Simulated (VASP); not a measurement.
# AgB (P4mm) in VASP: further runs, part 2 of 2

VASP 6.6.1. The steps go on from the part before.

## (3) Relaxation of cell and atoms, PBE

The input, INCAR:

```
PREC     = Accurate       # precision mode
ENCUT    = 600            # plane-wave cutoff, eV
EDIFF    = 1E-6           # SCF threshold, eV
ISMEAR   = 0              # smearing method
SIGMA    = 0.1            # smearing width, eV
LREAL    = False          # projectors in reciprocal space
LASPH    = True           # aspherical terms in the spheres
NELM     = 80             # most SCF steps
ALGO     = Normal         # electronic algorithm
ISIF     = 3              # what is computed and relaxed
LWAVE    = False          # write WAVECAR
LCHARG   = False          # write CHGCAR
GGA      = PE             # functional
IBRION   = 2              # ionic algorithm
NSW      = 90             # ionic steps
EDIFFG   = -0.04          # ionic threshold
```

The input, KPOINTS:

```
Automatic mesh
0
Gamma
  8 8 4
```

The input, POSCAR:

```
AgB
1.0
    2.4379951800      0.0000000000      0.0000000000
    0.0000000000      2.4379951800      0.0000000000
    0.0000000000      0.0000000000      4.6070492000
Ag B
1 1
Direct
    0.5000000000      0.5000000000      0.3987671800
    0.5000000000      0.5000000000      0.9482483200
```

Potentials or basis: VASP PAW PBE potentials, release 64 (Ag, B).

Run with:

```
> cat potpaw_PBE.64/Ag/POTCAR potpaw_PBE.64/B/POTCAR > POTCAR
> mpirun -np 1 vasp_std > vasp.out
```

OUTCAR:

```text
PREC = Accurate
   ENCUT = 600
   EDIFF = 1E-6
   ISMEAR = 0
   LREAL = False
   LASPH = True
   NELM = 80
   ISIF = 3
   GGA = PE
   IBRION = 2
   NSW = 90
   EDIFFG = -0.04

 ion  position               nearest neighbor table
   1  0.500  0.500  0.399-   2 2.08   2 2.53
   2  0.500  0.500  0.948-   1 2.08   1 2.53

  LATTYP: Found a simple tetragonal cell.
 ALAT       =     2.4379951800
 C/A-ratio  =     1.8896875752

  Lattice vectors:

 A1 = (   2.4379951800,   0.0000000000,   0.0000000000)
 A2 = (   0.0000000000,   2.4379951800,   0.0000000000)
 A3 = (   0.0000000000,   0.0000000000,   4.6070492000)

Analysis of symmetry for initial positions (statically):
=====================================================================
 Subroutine PRICEL returns:
 Original cell was already a primitive cell.

 Routine SETGRP: Setting up the symmetry group for a
 simple tetragonal supercell.

 Subroutine GETGRP returns: Found  8 space group operations
 (whereof  8 operations were pure point group operations)
 out of a pool of 16 trial point group operations.

The static configuration has the point symmetry C_4v.

Analysis of symmetry for dynamics (positions and initial velocities):
=====================================================================
 Subroutine PRICEL returns:
 Original cell was already a primitive cell.

 Routine SETGRP: Setting up the symmetry group for a
 simple tetragonal supercell.

 Subroutine GETGRP returns: Found  8 space group operations
 (whereof  8 operations were pure point group operations)
 out of a pool of 16 trial point group operations.

The dynamic configuration has the point symmetry C_4v.

 Subroutine INISYM returns: Found  8 space group operations
 (whereof  8 operations are pure point group operations),
 and found     1 'primitive' translations
[... 124 lines left out ...]
   LEPSILON=     F    determine dielectric tensor
   LRPA    =     F    only Hartree local field effects (RPA)
 conjugate gradient relaxation of ions
 non-spin polarized calculation
 Gauss-broadening in eV      SIGMA  =   0.10
  energy-cutoff  :      600.00
  volume of cell :       27.38
 maximum number of plane-waves:       932
 NGX is ok and might be reduce to    20
   NGX =  9   NGY =  9   NGZ = 19

--------------------------------------- Ionic step        1  -------------------------------------------

 number of electron      14.0000001 magnetization

 Free energy of the ion-electron system (eV)
  ---------------------------------------------------
  ext. energy  EPLUGINS =         0.00000000
  ---------------------------------------------------
  free energy    TOTEN  =        -5.74896722 eV

  energy without entropy =       -5.74108549  energy(sigma->0) =       -5.74502636

------------------------ aborting loop because EDIFF is reached ----------------------------------------

  FORCE on cell =-STRESS in cart. coord.  units (eV):
  Direction    XX          YY          ZZ          XY          YZ          ZX
  --------------------------------------------------------------------------------------
  -------------------------------------------------------------------------------------
  Total        3.9118828      3.9118828     -0.1334693      0.0000000      0.0000000      0.0000000
  in kB      228.8800199    228.8800199     -7.8091468      0.0000000      0.0000000      0.0000000
  external PRESSURE =     149.9836310 kB  Pullay stress =       0.0000000 kB
[... 239 lines left out ...]
--------------------------------------- Ionic step        8  -------------------------------------------

 number of electron      13.9999994 magnetization

 Free energy of the ion-electron system (eV)
  ---------------------------------------------------
  ext. energy  EPLUGINS =         0.00000000
  ---------------------------------------------------
  free energy    TOTEN  =        -6.30433365 eV

  energy without entropy =       -6.29775934  energy(sigma->0) =       -6.30104650

 E-fermi :   5.6747     XC(G=0): -10.9739

 val. band max:        5.5778238829   @ k =   0.3750   0.0000   0.2500
 cond. band min:       5.6800550382   @ k =   0.2500   0.2500   0.0000
 fundamental gap:      0.1022311553
 Fermi energy:         5.6746596886

 k-point     1 :       0.0000    0.0000    0.0000
  band No.  band energies     occupation
      1      -4.2508      2.00000
      2      -1.1172      2.00000
      3      -1.0789      2.00000
      4       1.3175      2.00000
      5       1.3175      2.00000
      6       2.0922      2.00000
      7       3.3710      2.00000
      8       7.3239      0.00000
      9      10.8674      0.00000
     10      10.8674      0.00000
     11      17.7594      0.00000
[... 309 lines left out ...]
 k-point    24 :       0.5000    0.1250    0.2500
  band No.  band energies     occupation
      1      -1.4806      2.00000
      2      -0.7194      2.00000
      3      -0.1646      2.00000
      4       0.6484      2.00000
      5       1.0813      2.00000
      6       2.6479      2.00000
      7       3.5802      2.00000
      8       6.3802      0.00000
      9       8.6024      0.00000
     10      11.3449      0.00000
     11      14.8386      0.00000

 [... further k-points ...]
[... 5 lines left out ...]
  --------------------------------------------------------------------------------------
  -------------------------------------------------------------------------------------
  Total       -0.0051692     -0.0051692     -0.0641641      0.0000000      0.0000000      0.0000000
  in kB       -0.2713672     -0.2713672     -3.3683901      0.0000000      0.0000000      0.0000000
  external PRESSURE =      -1.3037082 kB  Pullay stress =       0.0000000 kB
[... 17 lines left out ...]
  FREE ENERGIE OF THE ION-ELECTRON SYSTEM (eV)
  ---------------------------------------------------
  free  energy   TOTEN  =        -6.3043336470 eV

  energy  without entropy=       -6.2977593430  energy(sigma->0) =       -6.30104650

 reached required accuracy - stopping structural energy minimisation
```

Run time: 1.8 min. Hardware: 1 thread of Intel Xeon 8259CL, shared host; peak memory 0.16 GiB.

Results:

```
Free energy                           : -6.3043 eV
Relaxed volume                        : 15.26 Å³/atom
Relaxed cell                          : a = 2.670 Å, b = 2.670 Å, c = 4.282 Å, α = 90.00°, β = 90.00°, γ = 90.00°
Space group after relaxing (to 0.1 Å) : P4/mmm (No. 123)
Energy gained by relaxing             : 277.7 meV/atom
Ionic steps                           : 8
Pressure after relaxing               : -0.1 GPa
Largest force after relaxing          : 0.006 eV/Å
Band gap on the k mesh                : zero (bands 7 and 8 overlap by 1.17 eV)
```

Forces on the atoms (eV/Å):
```
Ag   0.000  0.000 -0.006
B    0.000  0.000  0.006
```

Step by step:
```
step  energy change (eV)  largest force (eV/Å)  pressure (GPa)  volume (Å³)
   1              0.0000                1.3761           15.00        27.38
   2             -0.3888                0.4261           -7.05        32.69
   3             -0.3888                0.4443           -6.78        32.55
   4             -0.5365                0.1364            0.02        31.20
   5             -0.5440                0.2646           -1.74        31.42
   6             -0.5548                0.0088           -0.33        30.69
   7             -0.5552                0.0447            0.01        30.54
   8             -0.5554                0.0065           -0.13        30.52
```

Final structure:
```yaml
crystal:
  lattice:
    - [2.66968, 0.00000, 0.00000]
    - [0.00000, 2.66968, 0.00000]
    - [0.00000, 0.00000, 4.28215]
  atoms:
    - { symbol: Ag, position: [0.50000, 0.50000, 0.42358] }
    - { symbol: B, position: [0.50000, 0.50000, 0.92344] }
```

Levels at points of the mesh, in eV from the Fermi level:
| k point | band 5 | band 6 | band 7 | band 8 | band 9 | band 10 |
| --- | --- | --- | --- | --- | --- | --- |
| (0.00, 0.00, 0.00) | -4.36 | -3.58 | -2.30 | 1.65 | 5.19 | 5.19 |
| (0.50, 0.00, 0.00) | -4.21 | -3.52 | -1.66 | 0.06 | 3.78 | 6.35 |
| (0.50, 0.50, 0.00) | -2.74 | -0.92 | -0.92 | 0.76 | 1.89 | 7.36 |
| (0.00, 0.00, 0.50) | -4.48 | -4.48 | -3.58 | 5.94 | 5.94 | 8.77 |
| (0.50, 0.00, 0.50) | -4.60 | -4.30 | -0.79 | 0.56 | 0.72 | 6.94 |
| (0.50, 0.50, 0.50) | -2.74 | -1.95 | 0.90 | 0.90 | 4.00 | 5.13 |
